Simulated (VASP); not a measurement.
# Si7O16 (a cell with a defect) in VASP: single point with PBE

Aim: the single point of Si7O16 (a cell with a defect) with PBE.

All numbers are computed with VASP 6.6.1; they aren't measurements. Logs are shortened: lines on timing, memory, paths and dates and some standing lists are left out, and cuts for length are marked.

### 1 The cell of the first run

The cell holds a defect, 23 atoms: a = 7.189 Å, b = 7.189 Å, c = 8.731 Å, α = 114.31°, β = 114.31°, γ = 90.00°.

### 2 Single point, PBE, collinear spin (atoms taken out, then relaxed in part)

Input file INCAR:

```
SYSTEM = Si7O16
PREC = Accurate
ENCUT = 520
EDIFF = 1E-7
ISMEAR = 0
SIGMA = 0.01
LREAL = Auto
LASPH = .True.
NELM = 150
ALGO = Normal
ISIF = 2
LWAVE = .False.
LCHARG = .True.
ISPIN = 2
MAGMOM = 0 0 0 0 0 0 0 0.25 0 0 0 0.25 0 0 0 0 0 0.25 0 0 0 0.25 0
LORBIT = 11
GGA = PE
LELF = .True.
LVHAR = .True.
NELECT = 123.0
NBANDS = 83
```

Input file KPOINTS:

```
regular mesh
0
Gamma
  2 2 2
  0 0 0
```

Input file POSCAR:

```
Si7O16
1.0
   -5.0832710556     -5.0832710556      0.0000000000
   -5.0832710556      5.0832710556      0.0000000000
    5.0832710556      0.0000000000     -7.0988987737
Si O
7 16
Direct
    0.0249510982      0.7533279628      0.5029705975
    0.6056843041      0.8672190699      0.2586796303
    0.1353145860      0.3324259810      0.2583914779
    0.8538047457      0.6324216598      0.7351910773
    0.3847950050      0.1617267253      0.7484531217
    0.2140869849      0.4973867524      1.0015901820
    0.7217461769      0.9924978306      0.9979942996
    0.4872948812      0.2684781268      0.6516087010
   -0.0111057731      0.7456870474      0.6737925146
    0.9548246612      0.1274816458      0.1583647030
    0.3904623694      0.7052956547      0.1685408924
    0.3626805416      0.2780896744      0.3864188081
    0.8110245122      0.7826293392      0.3541695280
   -0.0008814309      0.5553195532      0.8858791549
    0.5831808774      0.1330688787      0.9076792100
    0.2886445377      0.3512154386      0.8469502099
    0.7242685613      0.7871656526      0.8247439096
    0.6976753217      0.4399753992      0.5135502462
    0.2134835661      0.9491551981      0.5940087360
    0.6091738989      0.9215744202      0.0984233346
    0.1671825745      0.3635924801      0.0971434989
    0.6286555994      0.0855058536      0.4509009326
    0.0866044780      0.5382317095      0.3940946251
```

Potentials or basis: VASP PAW PBE potentials, release 64 (Si, O).

Launch:

```sh
> cat potpaw_PBE.64/Si/POTCAR potpaw_PBE.64/O/POTCAR > POTCAR
> mpirun -np 1 vasp_std > vasp.out
```

OUTCAR:

```text
SYSTEM = Si7O16
   PREC = Accurate
   ENCUT = 520
   EDIFF = 1E-7
   ISMEAR = 0
   LREAL = Auto
   LASPH = .True.
   NELM = 150
   ISIF = 2
   ISPIN = 2
   LORBIT = 11
   GGA = PE
   NELECT = 123.0

 ion  position               nearest neighbor table
   1  0.025  0.753  0.503-  23 1.62  19 1.63  13 1.64   9 1.64   4 3.14
   2  0.606  0.867  0.259-  20 1.61  11 1.62  13 1.63  22 1.71
   3  0.135  0.332  0.258-  21 1.62  23 1.62  10 1.62  12 1.71   7 3.14
   4  0.854  0.632  0.735-  14 1.61  17 1.61   9 1.64  18 1.71   7 3.13   1 3.14
   5  0.385  0.162  0.748-  16 1.61  19 1.61  15 1.62   8 1.70
   6  0.214  0.497  0.002-  21 1.62  16 1.63  14 1.63  11 1.63
   7  0.722  0.992  0.998-  20 1.62  15 1.63  17 1.63  10 1.63   4 3.13   3 3.14
   8  0.487  0.268  0.652-   5 1.70
   9  0.989  0.746  0.674-   1 1.64   4 1.64
  10  0.955  0.127  0.158-   3 1.62   7 1.63
  11  0.390  0.705  0.169-   2 1.62   6 1.63
  12  0.363  0.278  0.386-   3 1.71
  13  0.811  0.783  0.354-   2 1.63   1 1.64
  14  0.999  0.555  0.886-   4 1.61   6 1.63
  15  0.583  0.133  0.908-   5 1.62   7 1.63
  16  0.289  0.351  0.847-   5 1.61   6 1.63
  17  0.724  0.787  0.825-   4 1.61   7 1.63
  18  0.698  0.440  0.514-   4 1.71
  19  0.213  0.949  0.594-   5 1.61   1 1.63
  20  0.609  0.922  0.098-   2 1.61   7 1.62
  21  0.167  0.364  0.097-   3 1.62   6 1.62
  22  0.629  0.086  0.451-   2 1.71
  23  0.087  0.538  0.394-   3 1.62   1 1.62

  LATTYP: Found a body centered tetragonal cell.
 ALAT       =     7.1888308680
 C/A-ratio  =     1.9749800500

  Lattice vectors:

 A1 = (   0.0000000000,  -5.0832710556,   7.0988987737)
 A2 = (   0.0000000000,   5.0832710556,   7.0988987737)
 A3 = (  -5.0832710556,   0.0000000000,  -7.0988987737)

Analysis of symmetry for initial positions (statically):
=====================================================================
 Subroutine PRICEL returns:
 Original cell was already a primitive cell.

 Routine SETGRP: Setting up the symmetry group for a
 body centered tetragonal supercell.

 Subroutine GETGRP returns: Found  1 space group operations
 (whereof  1 operations were pure point group operations)
 out of a pool of 16 trial point group operations.

The static configuration has the point symmetry C_1 .

Analysis of symmetry for dynamics (positions and initial velocities):
=====================================================================
 Subroutine PRICEL returns:
 Original cell was already a primitive cell.

 Routine SETGRP: Setting up the symmetry group for a
 body centered tetragonal supercell.

 Subroutine GETGRP returns: Found  1 space group operations
 (whereof  1 operations were pure point group operations)
 out of a pool of 16 trial point group operations.

The dynamic configuration has the point symmetry C_1 .

Analysis of structural, dynamic, and magnetic symmetry:
=====================================================================
 Subroutine PRICEL returns:
 Original cell was already a primitive cell.

 Routine SETGRP: Setting up the symmetry group for a
 body centered tetragonal supercell.

 Subroutine GETGRP returns: Found  1 space group operations
 (whereof  1 operations were pure point group operations)
 out of a pool of 16 trial point group operations.

The overall configuration has the point symmetry C_1 .

 Subroutine INISYM returns: Found  1 space group operations
 (whereof  1 operations are pure point group operations),
 and found     1 'primitive' translations

----------------------------------------------------------------------------------------

                                     Primitive cell

  volume of cell :     366.8660

  direct lattice vectors                    reciprocal lattice vectors
    -5.083271056 -5.083271056  0.000000000    -0.098361861 -0.098361861 -0.070433460
    -5.083271056  5.083271056  0.000000000    -0.098361861  0.098361861 -0.070433460
     5.083271056  0.000000000 -7.098898774     0.000000000  0.000000000 -0.140866919

  length of vectors
     7.188830868  7.188830868  8.731208875     0.155919798  0.155919798  0.140866919

  position of ions in fractional coordinates (direct lattice)
     0.024951098  0.753327963  0.502970598
     0.605684304  0.867219070  0.258679630
     0.135314586  0.332425981  0.258391478
     0.853804746  0.632421660  0.735191077
     0.384795005  0.161726725  0.748453122
     0.214086985  0.497386752  0.001590182
[... 57 lines left out ...]
     0.000000000  0.000000000 -0.070433460     0.000000000  0.000000000  0.500000000

  Length of vectors
     0.077959899  0.077959899  0.070433460

  Shift w.r.t. Gamma in fractional coordinates (k-lattice)
     0.000000000  0.000000000  0.000000000

 Subroutine IBZKPT returns following result:
 ===========================================

 Found      8 irreducible k-points:

 Following reciprocal coordinates:
            Coordinates               Weight
  0.000000  0.000000  0.000000      1.000000
  0.500000  0.000000  0.000000      1.000000
  0.000000  0.500000  0.500000      1.000000
  0.500000  0.000000  0.500000      1.000000
  0.000000  0.500000  0.000000      1.000000
  0.500000  0.500000  0.000000      1.000000
  0.500000  0.500000  0.500000      1.000000
  0.000000  0.000000  0.500000      1.000000
   k-points           NKPTS =      8   k-points in BZ     NKDIM =      8   number of bands    NBANDS=     83
   number of dos      NEDOS =    301   number of ions     NIONS =     23
   total plane-waves  NPLWV = 204120
   dimension x,y,z NGX =    54 NGY =   54 NGZ =   70
   dimension x,y,z NGXF=   108 NGYF=  108 NGZF=  140
   ions per type =               7  16
   NGX,Y,Z   is equivalent  to a cutoff of  12.49, 12.49, 13.33 a.u.
   NGXF,Y,Z  is equivalent  to a cutoff of  24.98, 24.98, 26.66 a.u.
 SYSTEM =  Si7O16
   PREC   = accura    normal or accurate (medium, high low for compatibility)
   ISTART =      0    job   : 0-new  1-cont  2-samecut
   ICHARG =      2    charge: 1-file 2-atom 10-const
   ISPIN  =      2    spin polarized calculation?
   LNONCOLLINEAR =      F non collinear calculations
   LSORBIT =      F    spin-orbit coupling
   LASPH  =      T    aspherical Exc in radial PAW
   ENCUT  =  520.0 eV  38.22 Ry    6.18 a.u.  13.37 13.37 16.23*2*pi/ulx,y,z
   NELM   =    150;   NELMIN=  2; NELMDL= -5     # of ELM steps
   EDIFF  = 0.1E-06   stopping-criterion for ELM
   LREAL  =      T    real-space projection
   EDIFFG = 0.1E-05   stopping-criterion for IOM
   NSW    =      0    number of steps for IOM
   IBRION =     -1    ionic relax: 0-MD 1-quasi-New 2-CG
   NFREE  =      0    steps in history (QN), initial steepest desc. (CG)
   ISIF   =      2    stress and relaxation
   ISYM   =      2    0-nonsym 1-usesym 2-fastsym
   POTIM  = 0.5000    time-step for ionic-motion
   TEBEG  =    0.0;   TEEND  =   0.0 temperature during run
   PSTRESS=    0.0 pullay stress
   NELECT =     123.0000    total number of electrons
   NUPDOWN=      -1.0000    fix difference up-down
   EMIN   =  10.00;   EMAX   =-10.00  energy-range for DOS
   EFERMI =   0.00;   METHOD = LEGACY
   ISMEAR =     0;   SIGMA  =   0.01  broadening in eV -4-tet -1-fermi 0-gaus
   EFERMI_NEDOS =   21; number of points for ismear=-14 and -15
   IALGO  =     38    algorithm
   IMIX   =      4    mixing-type and parameters
     AMIX     =   0.40;   BMIX     =  1.00
     AMIX_MAG =   1.60;   BMIX_MAG =  1.00
  volume/ion in A,a.u.               =      15.95       107.64
  Fermi-wavevector in a.u.,A,eV,Ry     =   1.137297  2.149180 17.598391  1.293445
  Thomas-Fermi vector in A             =   2.274002
   LORBIT       =     11    0 simple, 1 ext, 2 COOP (PROOUT), +10 PAW based schemes
   GGA     = PE    functional components
   LHFCALC =     F    Hartree Fock is set to
   AEXX    =    0.0000 exact exchange contribution
   IVDW    =     0    specifies the selected vdW correction
   LEPSILON=     F    determine dielectric tensor
   LRPA    =     F    only Hartree local field effects (RPA)
 spin polarized calculation
 Gauss-broadening in eV      SIGMA  =   0.01
  energy-cutoff  :      520.00
  volume of cell :      366.87
 maximum number of plane-waves:      9926
 NGX is ok and might be reduce to    54
   NGX = 27   NGY = 27   NGZ = 33

 number of electron     123.0000012 magnetization       2.9998530

 Free energy of the ion-electron system (eV)
  ---------------------------------------------------
  ext. energy  EPLUGINS =         0.00000000
  ---------------------------------------------------
  free energy    TOTEN  =      -168.01632456 eV

  energy without entropy =     -168.01632456  energy(sigma->0) =     -168.01632456

 E-fermi :  -0.8503     XC(G=0):  -7.8524

 val. band max:       -0.9751769233   @ k =   0.5000   0.5000   0.0000
 cond. band min:      -0.4231874365   @ k =   0.5000   0.5000   0.0000
 fundamental gap:      0.5519894868
 Fermi energy:        -0.8502996566

 spin component 1

 k-point     1 :       0.0000    0.0000    0.0000
  band No.  band energies     occupation
      1     -20.2567      1.00000
      2     -19.5535      1.00000
      3     -19.4631      1.00000
      4     -19.4352      1.00000
      5     -19.4077      1.00000
      6     -19.3794      1.00000
[... 597 lines left out ...]
     72       8.3166      0.00000
     73       8.3763      0.00000
 Fermi energy:        -0.8502996566

 spin component 2

 k-point     1 :       0.0000    0.0000    0.0000
  band No.  band energies     occupation
      1     -20.1674      1.00000
      2     -19.5321      1.00000
      3     -19.3789      1.00000
      4     -19.3412      1.00000
      5     -19.2728      1.00000
      6     -19.2524      1.00000
[... 597 lines left out ...]
     72       8.3792      0.00000
     73       8.4617      0.00000
 [bands above 73 left out]

------------------------ aborting loop because EDIFF is reached ----------------------------------------

  FORCE on cell =-STRESS in cart. coord.  units (eV):
  Direction    XX          YY          ZZ          XY          YZ          ZX
  --------------------------------------------------------------------------------------
  -------------------------------------------------------------------------------------
  Total       -7.0801984     -8.0968763    -11.5631316     -0.2821538     -0.6124568     -2.3426232
  in kB      -30.9206414    -35.3606769    -50.4985068     -1.2322219     -2.6747214    -10.2307035
  external PRESSURE =     -38.9266084 kB  Pullay stress =       0.0000000 kB

 VOLUME and BASIS-vectors are now :
 -----------------------------------------------------------------------------
  energy-cutoff  :      520.00
  volume of cell :      366.87
      direct lattice vectors                 reciprocal lattice vectors
    -5.083271056 -5.083271056  0.000000000    -0.098361861 -0.098361861 -0.070433460
    -5.083271056  5.083271056  0.000000000    -0.098361861  0.098361861 -0.070433460
     5.083271056  0.000000000 -7.098898774     0.000000000  0.000000000 -0.140866919

 POSITION                                       TOTAL-FORCE (eV/Angst)
 -----------------------------------------------------------------------------------
     -1.39947      3.70254     -3.57054        -0.124112      0.002158      0.134412
     -6.17223      1.32945     -1.83634         0.151352      0.117460     -0.084220
     -1.06418      1.00197     -1.83429        -0.099173      0.204073     -0.019234
     -3.81772     -1.12535     -5.21905         0.274265     -0.027037      0.157459
      1.02647     -1.13392     -5.31319        -0.035843      0.076096      0.042600
     -3.60853      1.44009     -0.01129        -0.033955      0.011495      0.026887
[... 15 lines left out ...]
     -1.33822     -2.76098     -3.20090        -0.000026     -0.350978     -0.076128
     -1.17292      2.29574     -2.79764        -0.001165      0.030316     -0.010572
 -----------------------------------------------------------------------------------
    total drift:                               -0.001515      0.003980     -0.000516

  FREE ENERGIE OF THE ION-ELECTRON SYSTEM (eV)
  ---------------------------------------------------
  free  energy   TOTEN  =      -168.0163245557 eV

  energy  without entropy=     -168.0163245557  energy(sigma->0) =     -168.01632456

 total charge

# of ion       s       p       d       tot
------------------------------------------
    1        0.621   0.951   0.000   1.573
    2        0.636   0.960   0.000   1.596
    3        0.635   0.956   0.000   1.591
    4        0.639   0.958   0.000   1.597
    5        0.639   0.967   0.000   1.606
    6        0.628   0.965   0.000   1.593
[... 15 lines left out ...]
   22        1.608   3.193   0.000   4.801
   23        1.541   3.690   0.000   5.231
--------------------------------------------------
tot         29.410  63.613   0.000  93.023

 magnetization (x)

# of ion       s       p       d       tot
------------------------------------------
    1       -0.000  -0.000   0.000  -0.000
    2       -0.004  -0.006   0.000  -0.010
    3       -0.001  -0.001   0.000  -0.002
    4        0.003   0.006   0.000   0.010
    5       -0.003  -0.004   0.000  -0.008
    6        0.000   0.001   0.000   0.001
[... 15 lines left out ...]
   22        0.015   0.818   0.000   0.832
   23        0.001   0.026   0.000   0.026
--------------------------------------------------
tot          0.056   2.437   0.000   2.494
```

Wall time 57 min (1 thread of Oxide Virtual Turin-like, shared host); peak memory 0.76 GiB.

Results:

```yaml
Free_energy: -168.0163 eV
Largest_force: 0.507 eV/Å
Net_moment: 3.00 μB per cell
Site_moments: Si -0.00, -0.01, +0.01, +0.00 (each value once); O +0.91, -0.10, +0.04, +0.01, +0.86, +0.09, +0.06, -0.36, +0.00, +0.03, +0.83 (each value once) μB
Valence_electrons_inside_the_program's_atomic_spheres: Si 1.57, 1.60, 1.59, 1.61 (each value once); O 4.81, 5.19, 5.22, 5.23, 4.80, 5.20 (each value once)
```

Forces on the atoms (eV/Å):
```
Si  -0.124  0.002  0.134
Si   0.151  0.117 -0.084
Si  -0.099  0.204 -0.019
Si   0.274 -0.027  0.157
Si  -0.036  0.076  0.043
Si  -0.034  0.011  0.027
Si   0.077 -0.033  0.107
O   -0.090 -0.110 -0.029
O    0.071 -0.018  0.066
O   -0.082 -0.046 -0.079
O    0.056 -0.026  0.097
O    0.162 -0.076  0.186
O    0.025 -0.015 -0.027
O   -0.022  0.006 -0.047
O   -0.021 -0.015 -0.016
O    0.028 -0.022 -0.006
O   -0.024  0.083 -0.102
O   -0.396  0.192 -0.252
O    0.063 -0.001 -0.017
O   -0.024  0.020 -0.017
O    0.046 -0.003 -0.036
O    0.000 -0.351 -0.076
O   -0.001  0.030 -0.011
```

Caveat: the k points lie up to 0.49 Å⁻¹ apart; the cell carries a net charge on a neutralising background, which shifts energy and pressure; the cell differs from its parent crystal (atoms taken out, then relaxed in part); the cell is charged against a uniform background, so pressure and absolute levels hang on convention.
